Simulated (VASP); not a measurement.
# BiB (F-43m) in VASP: further runs

Aim: see how the results for BiB move with the level of theory and the settings. Levels: PBE, r2SCAN, HSE06. Tasks: single point.

All numbers are computed with VASP 6.6.1; they aren't measurements. Logs are shortened: lines on timing, memory, paths and dates and some standing lists are left out, and cuts for length are marked.

## (1) The cell of the first run

The structure is cubic, space group F-43m (No. 216). Conventional cell: a = 5.490 Å, b = 5.490 Å, c = 5.490 Å, α = 90.00°, β = 90.00°, γ = 90.00°. B (site symmetry -43m) has 4 Bi at 2.38 Å within 3.1 Å. Bi (site symmetry -43m) has 4 B at 2.38 Å within 3.1 Å.

## (2) Single point, PBE

Contents of INCAR:

```
PREC     = Accurate       # precision mode
ENCUT    = 520            # plane-wave cutoff, eV
EDIFF    = 1E-7           # SCF threshold, eV
ISMEAR   = 0              # smearing method
SIGMA    = 0.01           # smearing width, eV
LREAL    = False          # projectors in reciprocal space
LASPH    = True           # aspherical terms in the spheres
NELM     = 80             # most SCF steps
ALGO     = Normal         # electronic algorithm
ISIF     = 2              # what is computed and relaxed
LWAVE    = False          # write WAVECAR
LCHARG   = False          # write CHGCAR
GGA      = PE             # functional
NBANDS   = 16             # bands
```

Contents of KPOINTS:

```
regular mesh
0
Gamma
  6 6 6
```

Contents of POSCAR:

```
BiB
1.0
    0.0000000000      2.7448744688      2.7448744688
    2.7448744688      0.0000000000      2.7448744688
    2.7448744688      2.7448744688      0.0000000000
B Bi
1 1
Direct
    0.0000000000      0.0000000000      0.0000000000
    0.2500000000      0.2500000000      0.2500000000
```

Potentials or basis: VASP PAW PBE potentials, release 64 (B, Bi_d).

Command:

```sh
> cat potpaw_PBE.64/B/POTCAR potpaw_PBE.64/Bi_d/POTCAR > POTCAR
> mpirun -np 1 vasp_std > vasp.out
```

OUTCAR:

```text
PREC = Accurate
   ENCUT = 520
   EDIFF = 1E-7
   ISMEAR = 0
   LREAL = False
   LASPH = True
   NELM = 80
   ISIF = 2
   GGA = PE

 ion  position               nearest neighbor table
   1  0.000  0.000  0.000-   2 2.38   2 2.38   2 2.38   2 2.38
   2  0.250  0.250  0.250-   1 2.38   1 2.38   1 2.38   1 2.38

  LATTYP: Found a face centered cubic cell.
 ALAT       =     5.4897489376

  Lattice vectors:

 A1 = (   0.0000000000,   2.7448744688,   2.7448744688)
 A2 = (   2.7448744688,   0.0000000000,   2.7448744688)
 A3 = (   2.7448744688,   2.7448744688,   0.0000000000)

Analysis of symmetry for initial positions (statically):
=====================================================================
 Subroutine PRICEL returns:
 Original cell was already a primitive cell.

 Routine SETGRP: Setting up the symmetry group for a
 face centered cubic supercell.

 Subroutine GETGRP returns: Found 24 space group operations
 (whereof 24 operations were pure point group operations)
 out of a pool of 48 trial point group operations.

The static configuration has the point symmetry T_d .

Analysis of symmetry for dynamics (positions and initial velocities):
=====================================================================
 Subroutine PRICEL returns:
 Original cell was already a primitive cell.

 Routine SETGRP: Setting up the symmetry group for a
 face centered cubic supercell.

 Subroutine GETGRP returns: Found 24 space group operations
 (whereof 24 operations were pure point group operations)
 out of a pool of 48 trial point group operations.

The dynamic configuration has the point symmetry T_d .

 Subroutine INISYM returns: Found 24 space group operations
 (whereof 24 operations are pure point group operations),
 and found     1 'primitive' translations

----------------------------------------------------------------------------------------

                                     Primitive cell

  volume of cell :      41.3616

  direct lattice vectors                    reciprocal lattice vectors
     0.000000000  2.744874469  2.744874469    -0.182157693  0.182157693  0.182157693
     2.744874469  0.000000000  2.744874469     0.182157693 -0.182157693  0.182157693
     2.744874469  2.744874469  0.000000000     0.182157693  0.182157693 -0.182157693

  length of vectors
     3.881838701  3.881838701  3.881838701     0.315506379  0.315506379  0.315506379

  position of ions in fractional coordinates (direct lattice)
     0.000000000  0.000000000  0.000000000
     0.250000000  0.250000000  0.250000000

  ion indices of the primitive-cell ions
   primitive index   ion index
                 1           1
                 2           2

----------------------------------------------------------------------------------------

 KPOINTS: regular mesh

Automatic generation of k-mesh.
 Grid dimensions read from file:
 generate k-points for:    6    6    6

 Generating k-lattice:

  Cartesian coordinates                     Fractional coordinates (reciprocal lattice)
    -0.030359615  0.030359615  0.030359615     0.166666667  0.000000000  0.000000000
     0.030359615 -0.030359615  0.030359615     0.000000000  0.166666667  0.000000000
     0.030359615  0.030359615 -0.030359615     0.000000000  0.000000000  0.166666667

  Length of vectors
     0.052584396  0.052584396  0.052584396

  Shift w.r.t. Gamma in fractional coordinates (k-lattice)
     0.000000000  0.000000000  0.000000000

 Subroutine IBZKPT returns following result:
 ===========================================

 Found     16 irreducible k-points:

 Following reciprocal coordinates:
            Coordinates               Weight
  0.000000  0.000000  0.000000      1.000000
  0.166667  0.000000  0.000000      8.000000
  0.333333  0.000000  0.000000      8.000000
  0.500000  0.000000  0.000000      4.000000
  0.166667  0.166667  0.000000      6.000000
  0.333333  0.166667  0.000000     24.000000
[... 8 lines left out ...]
 -0.333333  0.333333  0.166667     24.000000
 -0.333333  0.500000  0.166667     12.000000
   k-points           NKPTS =     16   k-points in BZ     NKDIM =     16   number of bands    NBANDS=     16
   number of dos      NEDOS =    301   number of ions     NIONS =      2
   total plane-waves  NPLWV =  27000
   dimension x,y,z NGX =    30 NGY =   30 NGZ =   30
   dimension x,y,z NGXF=    60 NGYF=   60 NGZF=   60
   ions per type =               1   1
   NGX,Y,Z   is equivalent  to a cutoff of  12.85, 12.85, 12.85 a.u.
   NGXF,Y,Z  is equivalent  to a cutoff of  25.70, 25.70, 25.70 a.u.
 SYSTEM =  unknown system
   PREC   = accura    normal or accurate (medium, high low for compatibility)
   ISTART =      0    job   : 0-new  1-cont  2-samecut
   ICHARG =      2    charge: 1-file 2-atom 10-const
   ISPIN  =      1    spin polarized calculation?
   LNONCOLLINEAR =      F non collinear calculations
   LSORBIT =      F    spin-orbit coupling
   LASPH  =      T    aspherical Exc in radial PAW
   ENCUT  =  520.0 eV  38.22 Ry    6.18 a.u.   7.22  7.22  7.22*2*pi/ulx,y,z
   NELM   =     80;   NELMIN=  2; NELMDL= -5     # of ELM steps
   EDIFF  = 0.1E-06   stopping-criterion for ELM
   LREAL  =      F    real-space projection
   EDIFFG = 0.1E-05   stopping-criterion for IOM
   NSW    =      0    number of steps for IOM
   IBRION =     -1    ionic relax: 0-MD 1-quasi-New 2-CG
   NFREE  =      0    steps in history (QN), initial steepest desc. (CG)
   ISIF   =      2    stress and relaxation
   ISYM   =      2    0-nonsym 1-usesym 2-fastsym
   POTIM  = 0.5000    time-step for ionic-motion
   TEBEG  =    0.0;   TEEND  =   0.0 temperature during run
   PSTRESS=    0.0 pullay stress
   NELECT =      18.0000    total number of electrons
   NUPDOWN=      -1.0000    fix difference up-down
   EMIN   =  10.00;   EMAX   =-10.00  energy-range for DOS
   EFERMI =   0.00;   METHOD = LEGACY
   ISMEAR =     0;   SIGMA  =   0.01  broadening in eV -4-tet -1-fermi 0-gaus
   EFERMI_NEDOS =   21; number of points for ismear=-14 and -15
   IALGO  =     38    algorithm
   IMIX   =      4    mixing-type and parameters
     AMIX     =   0.40;   BMIX     =  1.00
     AMIX_MAG =   1.60;   BMIX_MAG =  1.00
  volume/ion in A,a.u.               =      20.68       139.56
  Fermi-wavevector in a.u.,A,eV,Ry     =   1.240604  2.344402 20.940704  1.539098
  Thomas-Fermi vector in A             =   2.375038
   LORBIT       =      0    0 simple, 1 ext, 2 COOP (PROOUT), +10 PAW based schemes
   GGA     = PE    functional components
   LHFCALC =     F    Hartree Fock is set to
   AEXX    =    0.0000 exact exchange contribution
   IVDW    =     0    specifies the selected vdW correction
   LEPSILON=     F    determine dielectric tensor
   LRPA    =     F    only Hartree local field effects (RPA)
 non-spin polarized calculation
 Gauss-broadening in eV      SIGMA  =   0.01
  energy-cutoff  :      520.00
  volume of cell :       41.36
 maximum number of plane-waves:      1139
 NGX is ok and might be reduce to    30
   NGX = 15   NGY = 15   NGZ = 15

 number of electron      17.9999997 magnetization

 Free energy of the ion-electron system (eV)
  ---------------------------------------------------
  ext. energy  EPLUGINS =         0.00000000
  ---------------------------------------------------
  free energy    TOTEN  =        -8.96287829 eV

  energy without entropy =       -8.96287829  energy(sigma->0) =       -8.96287829

 E-fermi :   7.2020     XC(G=0): -10.0213

 val. band max:        7.1400931782   @ k =   0.0000   0.0000   0.0000
 cond. band min:       7.4195420794   @ k =   0.0000   0.0000   0.0000
 fundamental gap:      0.2794489012
 Fermi energy:         7.2019531533

 k-point     1 :       0.0000    0.0000    0.0000
  band No.  band energies     occupation
      1     -15.9928      2.00000
      2     -15.9928      2.00000
      3     -15.9928      2.00000
      4     -15.9099      2.00000
      5     -15.9099      2.00000
      6      -6.9957      2.00000
[... 8 lines left out ...]
     15      17.6958      0.00000
     16      17.6958      0.00000

 k-point     2 :       0.1667    0.0000    0.0000
  band No.  band energies     occupation
      1     -15.9911      2.00000
      2     -15.9829      2.00000
      3     -15.9829      2.00000
      4     -15.9089      2.00000
      5     -15.9089      2.00000
      6      -6.6435      2.00000
[... 8 lines left out ...]
     15      16.5686      0.00000
     16      16.5686      0.00000

 k-point     3 :       0.3333    0.0000    0.0000
  band No.  band energies     occupation
      1     -15.9884      2.00000
      2     -15.9706      2.00000
      3     -15.9706      2.00000
      4     -15.8992      2.00000
      5     -15.8992      2.00000
      6      -5.6939      2.00000
[... 8 lines left out ...]
     15      16.9805      0.00000
     16      16.9805      0.00000

 k-point     4 :       0.5000    0.0000    0.0000
  band No.  band energies     occupation
      1     -15.9874      2.00000
      2     -15.9685      2.00000
      3     -15.9685      2.00000
      4     -15.8902      2.00000
      5     -15.8902      2.00000
      6      -4.9354      2.00000
[... 8 lines left out ...]
     15      18.3532      0.00000
     16      18.3532      0.00000
[... 172 lines left out ...]
 k-point    14 :       0.5000    0.3333    0.1667
  band No.  band energies     occupation
      1     -15.9986      2.00000
      2     -15.9548      2.00000
      3     -15.9329      2.00000
      4     -15.9197      2.00000
      5     -15.8907      2.00000
      6      -4.9094      2.00000
[... 8 lines left out ...]
     15      18.6501      0.00000
     16      19.1532      0.00000

 k-point    15 :      -0.3333    0.3333    0.1667
  band No.  band energies     occupation
      1     -15.9868      2.00000
      2     -15.9597      2.00000
      3     -15.9271      2.00000
      4     -15.9132      2.00000
      5     -15.8947      2.00000
      6      -4.2781      2.00000
[... 8 lines left out ...]
     15      18.3180      0.00000
     16      19.6239      0.00000

 k-point    16 :      -0.3333    0.5000    0.1667
  band No.  band energies     occupation
      1     -16.0049      2.00000
      2     -15.9364      2.00000
      3     -15.9358      2.00000
      4     -15.9068      2.00000
      5     -15.8896      2.00000
      6      -3.9751      2.00000
[... 8 lines left out ...]
     15      19.3283      0.00000
     16      20.2196      0.00000

------------------------ aborting loop because EDIFF is reached ----------------------------------------

  FORCE on cell =-STRESS in cart. coord.  units (eV):
  Direction    XX          YY          ZZ          XY          YZ          ZX
  --------------------------------------------------------------------------------------
  -------------------------------------------------------------------------------------
  Total        0.2873009      0.2873009      0.2873009     -0.0000000      0.0000000      0.0000000
  in kB       11.1288435     11.1288435     11.1288435     -0.0000000      0.0000000      0.0000000
  external PRESSURE =      11.1288435 kB  Pullay stress =       0.0000000 kB

 VOLUME and BASIS-vectors are now :
 -----------------------------------------------------------------------------
  energy-cutoff  :      520.00
  volume of cell :       41.36
      direct lattice vectors                 reciprocal lattice vectors
     0.000000000  2.744874469  2.744874469    -0.182157693  0.182157693  0.182157693
     2.744874469  0.000000000  2.744874469     0.182157693 -0.182157693  0.182157693
     2.744874469  2.744874469  0.000000000     0.182157693  0.182157693 -0.182157693

 POSITION                                       TOTAL-FORCE (eV/Angst)
 -----------------------------------------------------------------------------------
      0.00000      0.00000      0.00000         0.000000      0.000000      0.000000
      1.37244      1.37244      1.37244        -0.000000     -0.000000     -0.000000
 -----------------------------------------------------------------------------------
    total drift:                                0.000000      0.000000      0.000000

  FREE ENERGIE OF THE ION-ELECTRON SYSTEM (eV)
  ---------------------------------------------------
  free  energy   TOTEN  =        -8.9628782913 eV

  energy  without entropy=       -8.9628782913  energy(sigma->0) =       -8.96287829
```

Wall time 10 s (1 thread of Intel Xeon 6975P-C (Granite Rapids), shared host); peak memory 0.17 GiB.

What came out:

```
Free energy            : -8.9629 eV
Pressure               : 1.1 GPa
Band gap on the k mesh : 0.28 eV
```

Caveat: the structure was generated, so it needn't be the stable form of BiB; spin-orbit coupling is left out, which moves the levels of the heavy elements. A k mesh can miss the band edges.

[end of part 1 of 2]
